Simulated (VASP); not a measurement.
Ir, 2 atoms in the cell. It takes space group Fd-3m (No. 227, cubic). Conventional cell: a = 5.571 Å, b = 5.571 Å, c = 5.571 Å, α = 90.00°, β = 90.00°, γ = 90.00°. Within 3.2 Å of Ir (site symmetry -43m) lie 4 Ir at 2.41 Å. 

* Program: VASP 6.6.1
* Task: single point
* Functional: PBE
* Potentials or basis: VASP PAW PBE potentials, release 64 (Ir)
* Cutoff: 520 eV
* k mesh: 13 × 13 × 13
* Occupations: fermi-dirac, width 0.1 eV
* Spin: no spin polarisation
* Dipole correction: no
* Further INCAR settings: ALGO = Normal; EDIFF = 1e-07; NBANDS = 16

Potentials or basis: VASP PAW PBE potentials, release 64 (Ir).

Run with:

```bash
$ cat potpaw_PBE.64/Ir/POTCAR > POTCAR
$ mpirun -np 1 vasp_std > vasp.out
```

Hardware: 1 thread of Intel(R) Xeon(R) 6975P-C (Granite Rapids), with other jobs on the host.

Problem. How long does it take, and how much memory?

Solution. Wall time 26 s on 1 thread of Intel(R) Xeon(R) 6975P-C (Granite Rapids), on a shared host, peak memory 0.2 GiB. Counts: scf iterations 13, k points 84.
